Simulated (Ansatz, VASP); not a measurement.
# Ba2Ca: VASP beside Ansatz

```
Ba Ca
1.0
     6.79952    0.00000    0.00000
    -3.39976    5.88856    0.00000
     0.00000    0.00000    4.11029
Ba Ca
2 1
Cartesian
  0.0000 3.9257 2.0551
  3.3998 1.9629 2.0551
  0.0000 0.0000 0.0000
```

Alike in both runs: functional PBE; k mesh 6 × 6 × 4; occupations gaussian, width 0.1 eV; no spin polarisation.

Ansatz relaxed the structure, and its values are those at the end. VASP's run is a single point on that final structure, the one shown.

```csv
,VASP,Ansatz
version,VASP 6.6.1,Ansatz 0.2.0
potentials or method,"VASP PAW PBE potentials, release 64 (Ba_sv, Ca_sv), cutoff 520 eV","scalar-relativistic, plane waves, PAW"
valence electrons in the cell,30,30
```

```tsv
	VASP	Ansatz	Ansatz less VASP
gap on the k mesh at the Fermi level (eV)	none	none	-
pressure (GPa)	0.3	0.3	-0.06
```

A gap of «none» marks a metal or a gap that the smearing closes.

The k mesh is coarse, so the values compare programs but aren't converged. Spin-orbit coupling is off throughout.
